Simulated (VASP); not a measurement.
A run of VASP 6.6.1:

The input INCAR:

```
SYSTEM = HfB2
PREC = Accurate
ENCUT = 600
EDIFF = 1E-6
ISMEAR = -1
SIGMA = 0.15
LREAL = .False.
LASPH = .True.
NELM = 100
ALGO = Normal
ISIF = 3
LWAVE = .False.
LCHARG = .False.
GGA = PS
IBRION = 2
NSW = 80
EDIFFG = -0.001
```

File KPOINTS:

```
Automatic mesh
0
Gamma
  15 15 12
  0 0 0
```

File POSCAR:

```
HfB2
1.0
    3.1274219639      0.0000000000      0.0000000000
   -1.5637109819      2.7084268691      0.0000000000
    0.0000000000      0.0000000000      3.4471417754
Hf B
1 2
Direct
    0.0000000000      0.0000000000      0.0000000000
    0.3333333333      0.6666666667      0.5000000000
    0.6666666667      0.3333333333      0.5000000000
```

Potentials or basis: VASP PAW PBE potentials, release 64 (Hf_pv, B).

The run is started by

```sh
$ cat potpaw_PBE.64/Hf_pv/POTCAR potpaw_PBE.64/B/POTCAR > POTCAR
$ mpirun -np 1 vasp_std > vasp.out
```

Hardware: 1 thread of Intel Xeon 8259CL, with other jobs on the host.

Q: How long does it take, and how much memory?

A: It took 4.7 min on 1 thread of Intel Xeon 8259CL, with other jobs on the host, peak memory 0.24 GiB. Counts: scf iterations 48, k points 189, ion steps 16.
